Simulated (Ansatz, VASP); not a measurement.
This is a calculation of In for VASP 6.6.1.

File INCAR:

```
SYSTEM = In
ALGO = Normal
EDIFF = 1E-6
ENCUT = 520
GGA = CA
ISIF = 2
ISMEAR = -1
LASPH = .TRUE.
LCHARG = .FALSE.
LREAL = .FALSE.
LWAVE = .FALSE.
NBANDS = 20
NELM = 100
PREC = Accurate
SIGMA = 0.05
```

The input KPOINTS:

```
k-points
0
G
  9 9 5
  0 0 0
```

File POSCAR:

```
In
1.0
    3.2904051372      0.0000000000      0.0000000000
   -1.6452025686      2.8495744376      0.0000000000
    0.0000000000      0.0000000000      5.4346859154
In
2
Direct
    0.6666666667      0.3333333333      0.7500000000
    0.3333333333      0.6666666667      0.2500000000
```

Potentials or basis: VASP PAW LDA potentials, release 64 (In_d).

The run is started by

```bash
$ cat potpaw_LDA.64/In_d/POTCAR > POTCAR
$ mpirun -np 1 vasp_std > vasp.out
```

Set up the same calculation for Ansatz 0.2.0. Potentials there: all-electron LAPW, scalar-relativistic.

As run (the cutoff follows the program's own potentials):

The input input.yaml:

```yaml
crystal:
  lattice:
    - [3.2904051372, 0.0, 0.0]
    - [-1.6452025686, 2.8495744376, 0.0]
    - [0.0, 0.0, 5.4346859154]
  atoms:
    - { symbol: In, position: [0.6666666667, 0.3333333333, 0.75] }
    - { symbol: In, position: [0.3333333333, 0.6666666667, 0.25] }
kpoints:
  mp_grid: { grid: [9, 9, 5] }
scf:
  occupations: { method: fermi_dirac, width: 0.05 }
hamiltonian:
  xc: lda
  pseudopotentials: { kind: all_electron, lapw: { basis_error: 0.001 } }
output:
  forces: true
  stress: true
  eigenvalues: true
```

Potentials or basis: all-electron LAPW, scalar-relativistic.

Command:

```bash
$ ansatz run input.yaml --threads 1 --pin off --max-ram 3072MiB --backend cpu --events-out ev --progress --plain --runs-dir out
```

Both were run:

|  | VASP | Ansatz | Ansatz less VASP |
| --- | --- | --- | --- |
| gap on the k mesh at the Fermi level (eV) | none | none | - |
| pressure (GPa) | -1.4 | -1.4 | -0.03 |
| traceless stress, the component that is largest in VASP (GPa) | -0.30 | -0.25 | +0.047 |

LDA's correlation is that of Perdew and Zunger in VASP and of Perdew and Wang (1992) in Ansatz. A gap of «none» marks a metal or a gap that the smearing closes. Ansatz ran all-electron here, and VASP with PAW potentials.
